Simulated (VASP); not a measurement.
H23C2NO10: single point with LDA

H23C2NO10:

```
O H C N
1.0
     7.52260    0.00000    0.00000
     0.00000    7.52260    0.00000
     0.00000    0.00000    7.52260
O H C N
10 23 2 1
Direct
  0.99335 0.03547 0.83677
  0.69978 0.89690 0.58143
  0.46673 0.01566 0.16369
  0.71695 0.22665 0.00058
  0.20494 0.39173 0.15193
  0.24061 0.16423 0.42919
  0.32501 0.27344 0.86816
  0.83817 0.92984 0.18567
  0.82156 0.54140 0.92644
  0.86848 0.19564 0.52317
  0.94833 0.08276 0.71636
  0.04782 0.91464 0.81657
  0.71249 0.90477 0.70590
  0.62221 0.79300 0.57754
  0.41717 0.96612 0.05595
  0.53834 0.11463 0.11668
  0.79500 0.12415 0.02823
  0.68193 0.20486 0.87718
  0.26396 0.33548 0.03428
  0.09662 0.43518 0.10520
  0.24772 0.26423 0.34581
  0.31502 0.07307 0.36075
  0.35116 0.38267 0.78684
  0.23489 0.18882 0.81290
  0.77538 0.81623 0.21013
  0.92646 0.89521 0.09470
  0.71477 0.59499 0.86833
  0.79782 0.42802 0.97351
  0.76759 0.10963 0.52348
  0.97094 0.12900 0.46529
  0.47850 0.59239 0.23689
  0.71987 0.52539 0.28099
  0.54120 0.35566 0.30229
  0.57295 0.49906 0.32067
  0.54904 0.53019 0.51220
  0.49759 0.56200 0.65443
```

```yaml
Program: VASP 6.6.1
Task: single point
Functional: LDA
Potentials_or_basis: VASP PAW LDA potentials, release 64 (O, H, C, N)
Cutoff: 520 eV
k_mesh: 1 × 1 × 1
Occupations: fermi-dirac, width 0.02 eV
Spin: no spin polarisation
Dipole_correction: no
Further_INCAR_settings: LREAL = Auto; ALGO = Normal; EDIFF = 1e-06; NBANDS = 72
```

```
Pressure               : -2.0 GPa
Largest force          : 4.057 eV/Å
Band gap on the k mesh : 3.53 eV
```

Forces in eV/Å, atoms in the order of the input:
```
O    0.546 -1.017 -0.585
O   -0.333 -0.183 -1.237
O   -0.315 -0.234  0.479
O   -0.353 -0.391  0.049
O    2.019 -0.746 -0.219
O    0.884 -1.608 -0.063
O    0.094  0.462 -1.718
O    0.311 -0.780 -0.420
O    0.436  3.863 -1.160
O    0.648 -0.973  0.376
H    0.303  0.087  0.335
H   -0.667  1.203 -0.145
H    0.689  0.469  2.069
H   -0.447 -0.283 -0.504
H   -0.406 -0.209 -0.226
H    0.557  0.359 -0.096
H    0.168 -0.171  0.385
H   -0.139  0.253 -0.089
H   -0.525  0.440  1.110
H   -1.606  0.672 -0.330
H   -0.656  0.637 -0.675
H   -0.699  0.886  0.565
H   -0.420 -1.737  0.815
H    0.559  1.081  0.234
H    0.123  0.783 -0.120
H   -0.173  0.147  0.298
H    0.709 -0.965  0.479
H   -1.037 -2.490  0.675
H    0.331 -0.016 -0.443
H   -0.518  0.877  0.059
H    0.979 -1.352  1.168
H   -1.462 -0.429  0.356
H    0.067  0.353 -0.325
C    0.709  1.156  0.237
C   -0.748  0.034 -1.604
N    0.371 -0.177  0.270
```

Stress tensor (GPa, compression positive):
```
-2.32  0.61  0.35
 0.61 -1.85  0.56
 0.35  0.56 -1.92
```

Levels at points of the mesh, in eV from the valence-band top:
```tsv
k point	band 45	band 46	band 47	band 48	band 49	band 50	band 51	band 52
(0.00, 0.00, 0.00)	-0.73	-0.69	-0.49	0.00	3.53	4.40	4.65	5.97
```

It took 42 s on 1 thread of Intel(R) Xeon(R) Platinum 8124M CPU @ 3.00GHz (Skylake/Cascade Lake), on a shared host, peak memory 0.31 GiB.

Caveat: the k points lie up to 0.84 Å⁻¹ apart.
